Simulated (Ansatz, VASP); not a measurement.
## One calculation of Hf, two programs

```xyz
2
Lattice="1.5587 -2.6997 0.0000 1.5587 2.6997 0.0000 0.0000 0.0000 4.9496" Properties=species:S:1:pos:R:3 pbc="T T T"
Hf    1.5587   -0.8999    1.2374
Hf    1.5587    0.8999    3.7122
```

Alike in both runs: task single point; functional LDA; k mesh 15 × 15 × 8; occupations fermi-dirac, width 0.1 eV; no spin polarisation.

|  | VASP | Ansatz |
| --- | --- | --- |
| version | VASP 6.6.1 | Ansatz 0.2.0 |
| potentials or method | VASP PAW LDA potentials, release 64 (Hf_pv), cutoff 520 eV | all-electron LAPW, scalar-relativistic |

```csv
,VASP,Ansatz,Ansatz less VASP
pressure (GPa),0.1,0.1,-0.04
```

LDA's correlation is that of Perdew and Zunger in VASP and of Perdew and Wang (1992) in Ansatz. Ansatz ran all-electron here, and VASP with PAW potentials.

Spin-orbit coupling is off throughout.
